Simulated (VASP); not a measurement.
## Sb: single point with PBE

Sb:

```
Sb
1.0
     0.00000    3.42596    3.42596
     3.42596    0.00000    3.42596
     3.42596    3.42596    0.00000
Sb
2
Direct
  0.00000 0.00000 0.00000
  0.25000 0.25000 0.25000
```

```
Program                : VASP 6.6.1
Task                   : single point
Functional             : PBE
Potentials or basis    : VASP PAW PBE potentials, release 64 (Sb)
Cutoff                 : 520 eV
k mesh                 : 14 × 14 × 14
Occupations            : fermi-dirac, width 0.0612256 eV
Spin                   : no spin polarisation
Dipole correction      : no
Further INCAR settings : ALGO = Normal; EDIFF = 1e-07; NBANDS = 12
```

The pressure is 2.1 GPa and the band gap on the k mesh is zero (band 5 reaches 5.18 eV, above the bottom of band 6 at 3.90 eV).

Levels at points of the mesh, in eV from the Fermi level:
```
           k point  band 3  band 4  band 5  band 6  band 7  band 8
(0.00, 0.00, 0.00)   -1.89   -1.89   -1.89    0.46    0.46    0.46
(0.50, 0.00, 0.00)   -2.71   -2.71   -2.30    1.54    1.54    4.20
(0.50, 0.50, 0.00)   -3.61   -3.61   -0.55   -0.55    4.38    4.38
```

Wall time 33 s on 1 thread of Intel(R) Xeon(R) 6975P-C (Granite Rapids), with other jobs on the host, peak memory 0.25 GiB.

Caveat: spin-orbit coupling is left out, which moves the levels of the heavy elements.
